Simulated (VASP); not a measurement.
Write the native input for VASP 6.6.1 that does the following.

```
Task                   : single point
Functional             : PBE
Potentials or basis    : VASP PAW PBE potentials, release 64 (Be, Te)
Cutoff                 : 520 eV
k mesh                 : 6 × 6 × 6
Occupations            : gaussian, width 0.01 eV
Spin                   : no spin polarisation
Dipole correction      : no
Further INCAR settings : ALGO = Normal; EDIFF = 1e-06; NBANDS = 11
```

The structure of BeTe lies in POSCAR:

```
BeTe
1.0
    0.0000000000      2.8286236236      2.8286236236
    2.8286236236      0.0000000000      2.8286236236
    2.8286236236      2.8286236236      0.0000000000
Be Te
1 1
Direct
    0.0000000000      0.0000000000      0.0000000000
    0.2500000000      0.2500000000      0.2500000000
```

These files were run (other wordings do the same):

INCAR

```
SYSTEM = BeTe
  PREC = Accurate
  ENCUT = 520
  EDIFF = 1E-6
  ISMEAR = 0
  SIGMA = 0.01
  LREAL = .False.
  LASPH = .True.
  NELM = 100
  ALGO = Normal
  ISIF = 2
  LWAVE = .False.
  LCHARG = .True.
  GGA = PE
  LELF = .True.
  LVHAR = .True.
  NBANDS = 11
```

KPOINTS

```
regular mesh
0
Gamma
  6 6 6
  0 0 0
```

Potentials or basis: VASP PAW PBE potentials, release 64 (Be, Te).

Launch:

```bash
$ cat potpaw_PBE.64/Be/POTCAR potpaw_PBE.64/Te/POTCAR > POTCAR
$ mpirun -np 1 vasp_std > vasp.out
```

It gave:

The pressure is 0.4 GPa and the band gap on the k mesh is 2.01 eV, indirect (least direct gap 3.62 eV).

Caveat: spin-orbit coupling is left out, which moves the levels of the heavy elements.

It took 6.4 s on 1 thread of AMD EPYC 9R45 96-Core Processor (Zen 5), on a shared host, peak memory 0.13 GiB.
